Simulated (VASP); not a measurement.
# Al15Pt8 (a cell with a defect) in VASP: notebook

The runs below take Al15Pt8 (a cell with a defect) through single point, with PBE.

All numbers are computed with VASP 6.6.1; they aren't measurements. Logs are shortened: lines on timing, memory, paths and dates and some standing lists are left out, and cuts for length are marked.

## (1) The cell of the first run

The cell holds a defect, 23 atoms: a = 8.422 Å, b = 8.422 Å, c = 8.422 Å, α = 60.00°, β = 60.00°, γ = 60.00°.

## (2) Single point, PBE

The input, INCAR:

```
PREC = Accurate ; ENCUT = 520
EDIFF = 1E-6 ; ISMEAR = 1
SIGMA = 0.15 ; LREAL = Auto
LASPH = True ; NELM = 60
ALGO = Normal ; ISIF = 2
LWAVE = False ; LCHARG = False
GGA = PE ; NBANDS = 80
```

The input, KPOINTS:

```
Automatic mesh
0
Gamma
  2 2 2
```

The input, POSCAR:

```
Al15Pt8
1.0
    0.0000000000      5.9552360000      5.9552360000
    5.9552360000      0.0000000000      5.9552360000
    5.9552360000      5.9552360000      0.0000000000
Pt Al
8 15
Direct
    0.0001644771      0.0042548272     -0.0036320139
    0.0131496048     -0.0088196337      0.4907308459
   -0.0041155380      0.5058852412      0.0054318586
    0.0001671638      0.4968129727      0.5038053068
    0.5001560811      0.0312779376     -0.0306378286
    0.5058928815     -0.0088187101      0.4907331128
    0.4937532283      0.5058862487      0.0054318586
    0.5001584320      0.4697905339      0.5308438658
    0.1224859099      0.1282040712      0.1223616495
    0.3736181068      0.3709510421      0.3787282318
    0.1296690845      0.1210344980      0.6205821230
    0.3584371803      0.3922633797      0.8918187289
    0.1177486501      0.6329574512      0.1325008782
    0.1224919550      0.6228136887      0.6277468265
    0.3736210454      0.8791754852      0.8704994227
    0.6279008926      0.1282053306      0.1223613976
    0.8776550585      0.3709493629      0.3787295751
    0.6451316119      0.1055671010      0.6051274878
    0.8722148879      0.3784900380      0.8780338008
    0.4548059053      0.7958797099      0.2954395930
    0.8814360170      0.8692667260      0.3688163660
    0.6279000530      0.6228132689      0.6277474142
    0.8776584169      0.8791762409      0.8704964841
```

Potentials or basis: VASP PAW PBE potentials, release 64 (Pt, Al).

On the command line:

```console
$ cat potpaw_PBE.64/Pt/POTCAR potpaw_PBE.64/Al/POTCAR > POTCAR
$ mpirun -np 1 vasp_std > vasp.out
```

OUTCAR:

```text
PREC = Accurate
   ENCUT = 520
   EDIFF = 1E-6
   ISMEAR = 1
   LREAL = Auto
   LASPH = True
   NELM = 60
   ISIF = 2
   GGA = PE

 ion  position               nearest neighbor table
   1  0.000  0.004  0.996-  13 2.55  16 2.56   9 2.56  21 2.56  23 2.57  15 2.57  19 2.57  11 2.58

   2  0.013  0.991  0.491-  18 2.53  14 2.54   9 2.54  21 2.58  11 2.59  23 2.61  17 2.61  20 3.12

   3  0.996  0.506  0.005-  12 2.50  23 2.57  17 2.57  13 2.59   9 2.60  14 2.60  19 2.60
   4  0.000  0.497  0.504-  13 2.55  14 2.56  22 2.56  21 2.56  10 2.57  17 2.57  19 2.57  11 2.58
[... 30 lines left out ...]
  21  0.881  0.869  0.369-   1 2.56   4 2.56   2 2.58   6 2.58  18 2.81  13 2.81  14 2.98   9 2.98
                            22 2.98  16 2.98
  22  0.628  0.623  0.628-   6 2.54   4 2.56   7 2.60   8 2.61  19 2.95  15 2.97  21 2.98  17 2.98
                            12 2.98  20 3.16
  23  0.878  0.879  0.870-   3 2.57   1 2.57   5 2.61   2 2.61  11 2.94  14 2.97  18 2.97  16 2.98
                            13 2.99

  LATTYP: Found a face centered cubic cell.
 ALAT       =    11.9104720000

  Lattice vectors:

 A1 = (   0.0000000000,   5.9552360000,   5.9552360000)
 A2 = (   5.9552360000,   0.0000000000,   5.9552360000)
 A3 = (   5.9552360000,   5.9552360000,   0.0000000000)

Analysis of symmetry for initial positions (statically):
=====================================================================
 Subroutine PRICEL returns:
 Original cell was already a primitive cell.

 Routine SETGRP: Setting up the symmetry group for a
 face centered cubic supercell.

 Subroutine GETGRP returns: Found  1 space group operations
 (whereof  1 operations were pure point group operations)
 out of a pool of 48 trial point group operations.

The static configuration has the point symmetry C_1 .

Analysis of symmetry for dynamics (positions and initial velocities):
=====================================================================
 Subroutine PRICEL returns:
 Original cell was already a primitive cell.

 Routine SETGRP: Setting up the symmetry group for a
 face centered cubic supercell.

 Subroutine GETGRP returns: Found  1 space group operations
 (whereof  1 operations were pure point group operations)
 out of a pool of 48 trial point group operations.

The dynamic configuration has the point symmetry C_1 .

 Subroutine INISYM returns: Found  1 space group operations
 (whereof  1 operations are pure point group operations),
 and found     1 'primitive' translations

----------------------------------------------------------------------------------------

[... 125 lines left out ...]
   POTIM  = 0.5000    time-step for ionic-motion
   TEBEG  =    0.0;   TEEND  =   0.0 temperature during run
   PSTRESS=    0.0 pullay stress
   NELECT =     125.0000    total number of electrons
   NUPDOWN=      -1.0000    fix difference up-down
   EMIN   =  10.00;   EMAX   =-10.00  energy-range for DOS
   EFERMI =   0.00;   METHOD = LEGACY
   ISMEAR =     1;   SIGMA  =   0.15  broadening in eV -4-tet -1-fermi 0-gaus
   EFERMI_NEDOS =   21; number of points for ismear=-14 and -15
   IALGO  =     38    algorithm
   IMIX   =      4    mixing-type and parameters
     AMIX     =   0.40;   BMIX     =  1.00
     AMIX_MAG =   1.60;   BMIX_MAG =  1.00
  volume/ion in A,a.u.               =      18.37       123.94
  Fermi-wavevector in a.u.,A,eV,Ry     =   1.090944  2.061586 16.193099  1.190159
  Thomas-Fermi vector in A             =   2.227179
   LORBIT       =      0    0 simple, 1 ext, 2 COOP (PROOUT), +10 PAW based schemes
   GGA     = PE    functional components
   LHFCALC =     F    Hartree Fock is set to
   AEXX    =    0.0000 exact exchange contribution
   IVDW    =     0    specifies the selected vdW correction
   LEPSILON=     F    determine dielectric tensor
   LRPA    =     F    only Hartree local field effects (RPA)
 non-spin polarized calculation
 Methfessel and Paxton  Order N= 1 SIGMA  =   0.15
  energy-cutoff  :      520.00
  volume of cell :      422.40
 maximum number of plane-waves:     11414
 NGX is ok and might be reduce to    64
   NGX = 31   NGY = 31   NGZ = 31

 number of electron     125.0000002 magnetization

 Free energy of the ion-electron system (eV)
  ---------------------------------------------------
  ext. energy  EPLUGINS =         0.00000000
  ---------------------------------------------------
  free energy    TOTEN  =      -123.16936790 eV

  energy without entropy =     -123.15178997  energy(sigma->0) =     -123.16350859

 E-fermi :   7.0883     XC(G=0): -10.4204

 val. band max:        7.0787185832   @ k =   0.0000   0.0000   0.5000
 cond. band min:       7.2054429769   @ k =   0.5000   0.5000   0.5000
 fundamental gap:      0.1267243936
 Fermi energy:         7.0883336295

 k-point     1 :       0.0000    0.0000    0.0000
  band No.  band energies     occupation
      1      -2.6968      2.00000
      2      -0.4852      2.00000
      3      -0.4516      2.00000
      4      -0.4402      2.00000
      5      -0.3521      2.00000
      6       1.0230      2.00000
[... 605 lines left out ...]
     73      10.3004      0.00000
     74      10.3720      0.00000
 [bands above 74 left out]

------------------------ aborting loop because EDIFF is reached ----------------------------------------

  FORCE on cell =-STRESS in cart. coord.  units (eV):
  Direction    XX          YY          ZZ          XY          YZ          ZX
  --------------------------------------------------------------------------------------
  -------------------------------------------------------------------------------------
  Total       -1.6266842     -3.0071571     -3.0039435      0.0003371     -3.2996767     -0.0022436
  in kB       -6.1700246    -11.4061681    -11.3939792      0.0012787    -12.5156973     -0.0085098
  external PRESSURE =      -9.6567240 kB  Pullay stress =       0.0000000 kB

 VOLUME and BASIS-vectors are now :
 -----------------------------------------------------------------------------
  energy-cutoff  :      520.00
  volume of cell :      422.40
      direct lattice vectors                 reciprocal lattice vectors
     0.000000000  5.955236000  5.955236000    -0.083959729  0.083959729  0.083959729
     5.955236000  0.000000000  5.955236000     0.083959729 -0.083959729  0.083959729
     5.955236000  5.955236000  0.000000000     0.083959729  0.083959729 -0.083959729

 POSITION                                       TOTAL-FORCE (eV/Angst)
 -----------------------------------------------------------------------------------
      5.95895      5.93459      0.02632        -0.028730     -0.001175      0.000777
      8.82513      3.00073      5.98102        -0.062869      0.025955      0.023962
      3.04501      5.96307      8.94339        -0.053070      0.021645      0.020759
      5.95892      3.00127      2.95963        -0.028917     -0.000363      0.000612
      5.95905      8.75133      3.16481        -0.025480     -0.006333      0.009588
      8.82515      5.93514      8.91543        -0.063221     -0.028000     -0.027514
[... 15 lines left out ...]
      7.44738      7.47768      7.44829        -0.050081      0.017866      0.011034
     10.41971     10.41068     10.46237        -0.012923      0.007867      0.001329
 -----------------------------------------------------------------------------------
    total drift:                                0.002962     -0.004640      0.002250

  FREE ENERGIE OF THE ION-ELECTRON SYSTEM (eV)
  ---------------------------------------------------
  free  energy   TOTEN  =      -123.1693678986 eV

  energy  without entropy=     -123.1517899652  energy(sigma->0) =     -123.16350859
```

stdout:

```text
POSCAR found type information on POSCAR PtAl
 POSCAR found :  2 types and      23 ions
 scaLAPACK will be used
 LDA part: xc-table for (Slater+PW92), standard interpolation
 POSCAR, INCAR and KPOINTS ok, starting setup
 FFT: planning ... GRIDC
 FFT: planning ... GRID_SOFT
 FFT: planning ... GRID
 WAVECAR not read
 entering main loop
```

It took 4.7 min on 1 thread of Intel Xeon 6975P-C (Granite Rapids), shared host; peak memory 0.63 GiB.

Results:

* Free energy: -123.1694 eV
* Pressure: -1.0 GPa
* Largest force: 0.833 eV/Å
* Band gap on the k mesh: zero (an odd number of electrons rules out a gap without spin polarisation)

Forces on the atoms (eV/Å):
```
Pt  -0.029 -0.001  0.001
Pt  -0.063  0.026  0.024
Pt  -0.053  0.022  0.021
Pt  -0.029  0.000  0.001
Pt  -0.025 -0.006  0.010
Pt  -0.063 -0.028 -0.028
Pt  -0.053 -0.019 -0.020
Pt  -0.025  0.007 -0.003
Al  -0.050 -0.017 -0.012
Al  -0.013 -0.009 -0.002
Al  -0.056  0.000  0.002
Al  -0.068 -0.001 -0.002
Al   0.021  0.000 -0.001
Al  -0.050 -0.012 -0.015
Al  -0.013 -0.002 -0.010
Al  -0.049  0.012  0.015
Al  -0.014  0.001  0.008
Al  -0.058  0.001  0.001
Al  -0.033  0.000  0.000
Al   0.833  0.001 -0.002
Al  -0.047  0.000  0.001
Al  -0.050  0.018  0.011
Al  -0.013  0.008  0.001
```

Caveat: the k points lie up to 0.46 Å⁻¹ apart, too coarse for converged energies and pressures of a metal; spin-orbit coupling is left out, which moves the levels of the heavy elements.

## (3) Single point, PBE

The input, INCAR:

```
PREC = Accurate
ENCUT = 520
EDIFF = 1E-6
ISMEAR = 1
SIGMA = 0.15
LREAL = Auto
LASPH = T
NELM = 60
ALGO = Normal
ISIF = 2
LWAVE = F
LCHARG = T
GGA = PE
LELF = T
LVHAR = T
NBANDS = 80
```

KPOINTS is that of step 2.

The input, POSCAR:

```
Al15Pt8
1.0
    0.0000000000      5.9552360000      5.9552360000
    5.9552360000      0.0000000000      5.9552360000
    5.9552360000      5.9552360000      0.0000000000
Pt Al
8 15
Direct
    0.0004226533      0.0039108442     -0.0038485461
    0.0142608118     -0.0086182143      0.4910091724
    0.0006696628      0.5033300108      0.0029505128
    0.0004273550      0.4965175184      0.5035350404
    0.4984344869      0.0252230138     -0.0211869017
    0.5042573460     -0.0086183822      0.4910111875
    0.4939583419      0.5033322777      0.0029509326
    0.4984387688      0.4791748807      0.5248524995
    0.1216872010      0.1269511401      0.1231768145
    0.3744392330      0.3713241591      0.3780531955
    0.1297686607      0.1208714483      0.6205011858
    0.3627145087      0.3879294624      0.8875526511
    0.1182896866      0.6323589863      0.1319729394
    0.1216925744      0.6235556408      0.6265677800
    0.3744422555      0.8784253051      0.8709510421
    0.6290927009      0.1269530712      0.1231762268
    0.8770898416      0.3713226478      0.3780540351
    0.6415140391      0.1091270774      0.6087578225
    0.8723971644      0.3782476463      0.8778661333
    0.4099761118      0.8406680273      0.3402819804
    0.8803540280      0.8702879281      0.3699143073
    0.6290910217      0.6235547172      0.6265693753
    0.8770903454      0.8784253051      0.8709488591
```

Potentials or basis: VASP PAW PBE potentials, release 64 (Pt, Al).

On the command line:

```console
$ cat potpaw_PBE.64/Pt/POTCAR potpaw_PBE.64/Al/POTCAR > POTCAR
$ mpirun -np 1 vasp_std > vasp.out
```

Run time: 4.2 min. Hardware: 1 thread of Intel Xeon 6975P-C (Granite Rapids), shared host; peak memory 0.6 GiB.

Results (log left out):

| Property | Result |
| --- | --- |
| Free energy | -123.6699 eV |
| Pressure | -1.2 GPa |
| Largest force | 0.733 eV/Å |
| Band gap on the k mesh | zero (an odd number of electrons rules out a gap without spin polarisation) |

Forces in eV/Å, atoms in the order of the input:
```
Pt  -0.039  0.002 -0.002
Pt  -0.024 -0.006 -0.007
Pt  -0.056  0.021  0.020
Pt  -0.039 -0.005  0.005
Pt  -0.014  0.047 -0.047
Pt  -0.024  0.007  0.006
Pt  -0.056 -0.020 -0.021
Pt  -0.012 -0.047  0.047
Al  -0.051  0.000 -0.019
Al  -0.023 -0.006  0.001
Al  -0.016  0.000  0.000
Al  -0.108  0.000  0.000
Al  -0.010  0.000  0.000
Al  -0.051 -0.018 -0.001
Al  -0.023  0.000 -0.005
Al  -0.051  0.019  0.000
Al  -0.023 -0.001  0.006
Al   0.041  0.001 -0.001
Al  -0.048  0.000  0.000
Al   0.733  0.000  0.000
Al  -0.034  0.000  0.000
Al  -0.051  0.001  0.018
Al  -0.023  0.005  0.000
```

Stress tensor (GPa, compression positive):
```
-1.05  0.00  0.00
 0.00 -1.25 -0.52
 0.00 -0.52 -1.25
```

Levels at points of the mesh, in eV from the Fermi level:
```tsv
k point	band 58	band 59	band 60	band 61	band 62	band 63	band 64	band 65	band 66	band 67
(0.00, 0.00, 0.00)	-1.28	-0.94	-0.84	-0.84	1.22	1.23	1.26	1.40	1.43	1.86
(0.50, 0.00, 0.00)	-0.59	-0.58	-0.49	-0.27	-0.10	-0.04	-0.03	0.04	0.38	0.66
(0.00, 0.50, 0.00)	-0.65	-0.60	-0.57	-0.28	-0.05	-0.01	0.03	0.07	0.29	0.61
(0.00, 0.00, 0.50)	-0.65	-0.60	-0.57	-0.28	-0.05	-0.01	0.03	0.07	0.29	0.61
(0.50, 0.50, 0.00)	-1.02	-0.80	-0.60	-0.53	-0.46	0.47	0.58	0.77	0.78	0.94
(0.00, 0.50, 0.50)	-1.00	-0.91	-0.57	-0.52	-0.51	0.47	0.66	0.76	0.79	0.94
```

Caveat: the k points lie up to 0.46 Å⁻¹ apart, too coarse for converged energies and pressures of a metal; spin-orbit coupling is left out, which moves the levels of the heavy elements.

The gap in the log of VASP goes by the Fermi energy; the results here count the filled bands.